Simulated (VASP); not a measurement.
Crystal: Ba.

```
Ba
1.0
    -2.50650    2.50650    2.50650
     2.50650   -2.50650    2.50650
     2.50650    2.50650   -2.50650
Ba
1
Direct
  0.00000 0.00000 0.00000
```

```yaml
Program: VASP 6.6.1
Task: relaxation of cell and atoms
Functional: LDA
Potentials_or_basis: VASP PAW LDA potentials, release 64 (Ba_sv)
Cutoff: 600 eV
k_mesh: 7 × 7 × 7
Occupations: fermi-dirac, width 0.05 eV
Spin: no spin polarisation
```

At the start: pressure -1.2 GPa; volume 62.99 Å³/atom.

Task: How do energy, volume and symmetry change on relaxing?

Result: Over 4 steps the energy falls by 33.8 meV/atom and the volume is 54.71 Å³/atom (-13.1 %); space group Im-3m (No. 229, to 0.1 Å) before and after.

Step by step:
```tsv
step	energy change (eV)	largest force (eV/Å)	pressure (GPa)	volume (Å³)
1	0.0000	0.0000	-1.19	62.99
2	-0.0247	0.0000	-0.68	58.82
3	-0.0337	0.0000	-0.09	55.20
4	-0.0338	0.0000	0.01	54.71
```

Final structure:
```
Ba
1.0
    -2.39147    2.39147    2.39147
     2.39147   -2.39147    2.39147
     2.39147    2.39147   -2.39147
Ba
1
Direct
  0.00000 0.00000 0.00000
```
